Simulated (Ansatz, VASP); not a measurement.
# One calculation of Ti, two programs

POSCAR

```
Ti
1.0
    0.0000000000      2.0698140295      2.0698140295
    2.0698140295      0.0000000000      2.0698140295
    2.0698140295      2.0698140295      0.0000000000
Ti
1
Direct
    0.0000000000      0.0000000000      0.0000000000
```

File INCAR.step1:

```
SYSTEM = Ti
PREC     = Accurate       ! precision mode
ENCUT    = 520            ! plane-wave cutoff, eV
EDIFF    = 1E-5           ! SCF threshold, eV
ISMEAR   = -1             ! smearing method
SIGMA    = 0.05           ! smearing width, eV
LREAL    = .FALSE.        ! projectors in reciprocal space
LASPH    = .TRUE.         ! aspherical terms in the spheres
NELM     = 100            ! most SCF steps
ALGO     = Normal         ! electronic algorithm
ISIF     = 2              ! what is computed and relaxed
LWAVE    = .TRUE.         ! write WAVECAR
GGA      = PE             ! functional
NBANDS   = 12             ! bands
```

INCAR.step2

```
SYSTEM = Ti
PREC     = Accurate       ! precision mode
ENCUT    = 520            ! plane-wave cutoff, eV
EDIFF    = 1E-6           ! SCF threshold, eV
ISMEAR   = -1             ! smearing method
SIGMA    = 0.05           ! smearing width, eV
LREAL    = .FALSE.        ! projectors in reciprocal space
LASPH    = .TRUE.         ! aspherical terms in the spheres
NELM     = 100            ! most SCF steps
ALGO     = Normal         ! electronic algorithm
ISIF     = 2              ! what is computed and relaxed
LWAVE    = .FALSE.        ! write WAVECAR
LCHARG   = .TRUE.         ! write CHGCAR
GGA      = PE             ! functional
LHFCALC  = .TRUE.         ! exact exchange
HFSCREEN = 0.2079         ! screening, 1/A
PRECFOCK = Normal       
LELF     = .TRUE.         ! ELF
LVHAR    = .TRUE.       
ISTART   = 1            
NBANDS   = 12             ! bands
```

File KPOINTS:

```
Automatic mesh
0
G
  6 6 6
  0 0 0
```

Contents of input:

```
crystal:
  lattice:
    - [0.0, 2.0698140295, 2.0698140295]
    - [2.0698140295, 0.0, 2.0698140295]
    - [2.0698140295, 2.0698140295, 0.0]
  atoms:
    - { symbol: Ti, position: [0.0, 0.0, 0.0] }
hamiltonian:
  xc: hse06
  pseudopotentials: { kind: paw }
kpoints:
  mp_grid: { grid: [6, 6, 6] }
scf:
  occupations: { method: fermi_dirac, width: 0.05 }
output:
  forces: true
  stress: true
  eigenvalues: true
```

Alike in both runs: task single point; functional HSE06; k mesh 6 × 6 × 6; occupations fermi-dirac, width 0.05 eV; no spin polarisation.

|  | VASP | Ansatz |
| --- | --- | --- |
| version | VASP 6.6.1 | Ansatz 0.2.0 |
| potentials or method | VASP PAW PBE potentials, release 64 (Ti_sv) | Ansatz PAW |
| plane-wave cutoff (eV) | 520 | 420 |
| valence electrons in the cell | 12 | 12 |

|  | VASP | Ansatz | Ansatz less VASP |
| --- | --- | --- | --- |
| gap on the k mesh at the Fermi level (eV) | none | none | - |
| pressure (GPa) | -3.6 | -3.0 | +0.51 |

A gap of «none» marks a metal or a gap that the smearing closes. The functional is the same, so the differences come from potentials, cutoffs and numerics.

The k mesh is coarse, so the values compare programs but aren't converged.
